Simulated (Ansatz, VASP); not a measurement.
Two plane-wave programs on LiCaO3

```
Li Ca O
1.0
     5.11069    0.00000    0.00000
    -2.55535    4.42599    0.00000
     0.00000    0.00000    4.62278
Li Ca O
2 2 6
Direct
  0.00000 0.00000 0.00000
  0.00000 0.00000 0.50000
  0.33333 0.66667 0.75000
  0.66667 0.33333 0.25000
  0.81520 0.63040 0.75000
  0.36960 0.18480 0.75000
  0.81520 0.18480 0.75000
  0.18480 0.36960 0.25000
  0.63040 0.81520 0.25000
  0.18480 0.81520 0.25000
```

Alike in both runs: functional PBE; k mesh 6 × 6 × 4; occupations gaussian, width 0.1 eV; collinear spin.

Ansatz relaxed the structure, and its values are those at the end. VASP's run is a single point on that final structure, the one shown.

|  | VASP | Ansatz |
| --- | --- | --- |
| version | VASP 6.6.1 | Ansatz 0.2.0 |
| potentials or method | VASP PAW PBE potentials, release 64 (Li_sv, Ca_sv, O), cutoff 520 eV | scalar-relativistic, plane waves, PAW |
| valence electrons in the cell | 62 | 62 |

VASP gave:

```
gap on the k mesh at the Fermi level (eV)                     : none
rms of the force components (eV/Å)                            : 0.004
net moment per atom (μB)                                      : 0.60
size of the moment on the site where the two differ most (μB) : 0.85
```

Question: Which values does Ansatz return?

Answer: gap on the k mesh at the Fermi level (eV): none; rms of the force components (eV/Å): 0.000; net moment per atom (μB): 0.60; size of the moment on the site where the two differ most (μB): 0.91.

Site moments also hang on the region over which each program counts them. A gap of «none» marks a metal or a gap that the smearing closes.

Noted on VASP's run: the cutoff is under 1.25 times that of the potentials, so the pressure is a little rough.
